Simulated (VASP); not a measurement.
Here is a VASP 6.6.1 calculation.

INCAR

```
SYSTEM = Y
PREC     = Accurate       ! precision mode
ENCUT    = 520            ! plane-wave cutoff, eV
EDIFF    = 1E-8           ! SCF threshold, eV
ISMEAR   = -1             ! smearing method
SIGMA    = 0.08           ! smearing width, eV
LREAL    = .False.        ! projectors in reciprocal space
LASPH    = .True.         ! aspherical terms in the spheres
NELM     = 100            ! most SCF steps
ALGO     = Normal         ! electronic algorithm
ISIF     = 2              ! what is computed and relaxed
LWAVE    = .False.        ! write WAVECAR
LCHARG   = .False.        ! write CHGCAR
LEFG     = .True.       
NBANDS   = 18             ! bands
```

KPOINTS

```
Automatic mesh
0
Gamma
  12 12 7
  0 0 0
```

Contents of POSCAR:

```
Y
1.0
    3.6995507901      0.0000000000      0.0000000000
   -1.8497753950      3.2039049668      0.0000000000
    0.0000000000      0.0000000000      5.8230323575
Y
2
Direct
    0.3333333333      0.6666666667      0.2500000000
    0.6666666667      0.3333333333      0.7500000000
```

Potentials or basis: VASP PAW LDA potentials, release 64 (Y_sv).

Command:

```console
$ cat potpaw_LDA.64/Y_sv/POTCAR > POTCAR
$ mpirun -np 1 vasp_std > vasp.out
```

Question: What does it give for the band gap on the k mesh?

Answer: Zero (band 11 reaches 3.40 eV, above the bottom of band 12 at 2.18 eV).

Question: Predict the pressure.

Answer: -5.2 GPa.

Electric field gradients, principal values (V/Å²):
| atom | least | middle | greatest (by size) |
| --- | --- | --- | --- |
| 1 Y | -11.474 | -11.475 | 22.949 |
| 2 Y | -11.474 | -11.475 | 22.949 |

Caveat: without QUAD_EFG the Cq values of the log hold for a quadrupole moment of 1 mb, not for the nuclei.
